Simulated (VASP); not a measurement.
# Ni: single point with PBE

Ni:

```
CELL_PARAMETERS angstrom
-1.38372 1.38372 1.38372
1.38372 -1.38372 1.38372
1.38372 1.38372 -1.38372
ATOMIC_POSITIONS crystal
Ni 0.00000 0.00000 0.00000
```

- Program: VASP 6.6.1
- Task: single point
- Functional: PBE
- Potentials or basis: VASP PAW PBE potentials, release 64 (Ni)
- Cutoff: 520 eV
- k mesh: 11 × 11 × 11
- Occupations: fermi-dirac, width 0.05 eV
- Spin: collinear spin, zero start
- Starting moments: [0.0] μB
- Fixed moment: 0 μB
- Dipole correction: no
- Further INCAR settings: ALGO = Normal; EDIFF = 1e-06; NBANDS = 15

* Pressure: 5.8 GPa
* Net moment: 0.00 μB per cell
* Valence electrons inside the program's atomic spheres: Ni 9.36

Run time: 26 s on 1 thread of Intel Xeon 8259CL (shared host), peak memory 0.13 GiB.

Caveat: the total moment is fixed, so each spin has its own Fermi level.
